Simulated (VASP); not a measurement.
Set up this calculation in VASP 6.6.1, as the native input.

```yaml
Task: relaxation of cell and atoms
Functional: LDA
Potentials_or_basis: VASP PAW LDA potentials, release 64 (Pd)
Cutoff: 600 eV
k_mesh: 16 × 16 × 16
Occupations: gaussian, width 0.1 eV
Spin: no spin polarisation
Dipole_correction: no
Further_INCAR_settings: ALGO = Fast; EDIFF = 1e-06; IBRION = 2; EDIFFG = -0.002; NSW = 100; ISIF = 3
```

The structure of Pd lies in POSCAR:

```
Pd
1.0
    0.0000000000      1.9225314820      1.9225314820
    1.9225314820      0.0000000000      1.9225314820
    1.9225314820      1.9225314820      0.0000000000
Pd
1
Direct
    0.0000000000      0.0000000000      0.0000000000
```

These files were run (other wordings do the same):

INCAR

```
SYSTEM = Pd
ALGO     = Fast           ! electronic algorithm
EDIFF    = 1E-6           ! SCF threshold, eV
EDIFFG   = -0.002         ! ionic threshold
ENCUT    = 600            ! plane-wave cutoff, eV
GGA      = CA             ! functional
IBRION   = 2              ! ionic algorithm
ISIF     = 3              ! what is computed and relaxed
ISMEAR   = 0              ! smearing method
LASPH    = .True.         ! aspherical terms in the spheres
LCHARG   = .False.        ! write CHGCAR
LREAL    = .False.        ! projectors in reciprocal space
LWAVE    = .False.        ! write WAVECAR
NELM     = 60             ! most SCF steps
NSW      = 100            ! ionic steps
PREC     = Accurate       ! precision mode
SIGMA    = 0.1            ! smearing width, eV
```

KPOINTS

```
k-points
0
Gamma
  16 16 16
  0 0 0
```

Potentials or basis: VASP PAW LDA potentials, release 64 (Pd).

The run is started by

```sh
$ cat potpaw_LDA.64/Pd/POTCAR > POTCAR
$ mpirun -np 1 vasp_std > vasp.out
```

Results of the run:

The relaxed volume is 14.17 Å³/atom and the relaxed cell is a = 2.716 Å, b = 2.716 Å, c = 2.716 Å, α = 60.00°, β = 60.00°, γ = 60.00°. The space group after relaxing (to 0.05 Å) is Fm-3m (No. 225). The energy gained by relaxing is 0.1 meV/atom and the ionic steps are 3. The pressure after relaxing is 0.0 GPa and the band gap on the k mesh is zero (band 5 reaches 10.63 eV, above the bottom of band 6 at 8.92 eV).

It took 28 s on 1 thread of AMD EPYC 9R14 (Zen 4), on a shared host, peak memory 0.12 GiB.
